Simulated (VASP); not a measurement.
## SnO: single point with PBE

The system is SnO.

```
Sn O
1.0
     2.54903   -2.91609    0.00000
     2.54903    2.91609    0.00000
     0.00000    0.00000   11.33809
Sn O
4 4
Direct
  0.99992 0.00008 0.98186
  0.00008 0.99992 0.48186
  0.50008 0.49992 0.27514
  0.49992 0.50008 0.77514
  0.00011 0.49990 0.37850
  0.99989 0.50010 0.87850
  0.50010 0.99989 0.37850
  0.49990 0.00011 0.87850
```

This cell differs from its parent crystal: volume scaled by 1.06, then relaxed in part.

```
Program             : VASP 6.6.1
Task                : single point
Functional          : PBE
Potentials or basis : VASP PAW PBE potentials, release 64 (Sn_d, O)
Cutoff              : 520 eV
k mesh              : 8 × 8 × 3
Occupations         : fermi-dirac, width 0.02 eV
Spin                : no spin polarisation
```

| Quantity | Value |
| --- | --- |
| Pressure | 0.1 GPa |
| Largest force | 0.075 eV/Å |
| Band gap on the k mesh | 1.09 eV |

Forces on the atoms (eV/Å):
```
Sn   0.000  0.000  0.075
Sn   0.000  0.000  0.075
Sn   0.000  0.000 -0.075
Sn   0.000  0.000 -0.075
O    0.000  0.000  0.000
O    0.000  0.000  0.000
O    0.000  0.000  0.000
O    0.000  0.000  0.000
```

Stress tensor (GPa, compression positive):
```
 9.20  0.00  0.00
 0.00 -8.35  0.00
 0.00  0.00 -0.69
```

Levels at points of the mesh, in eV from the valence-band top:
```
           k point  band 36  band 37  band 38  band 39  band 40  band 41  band 42  band 43  band 44  band 45
(0.00, 0.00, 0.00)    -2.83    -1.72    -1.63    -1.62     0.00     1.51     2.00     3.46     3.59     3.74
(0.50, 0.00, 0.00)    -3.97    -1.84    -1.84    -1.34    -1.34     2.20     2.20     2.74     2.74     5.09
(0.50, 0.50, 0.00)    -1.66    -1.66    -1.31    -1.22    -1.22     1.09     1.40     2.94     3.03     3.26
```

It took 8.9 min on 1 thread of Oxide Virtual Turin-like Processor (shared host), peak memory 0.37 GiB.

Caveat: spin-orbit coupling is left out, which moves the levels of the heavy elements. A k mesh can miss the band edges.
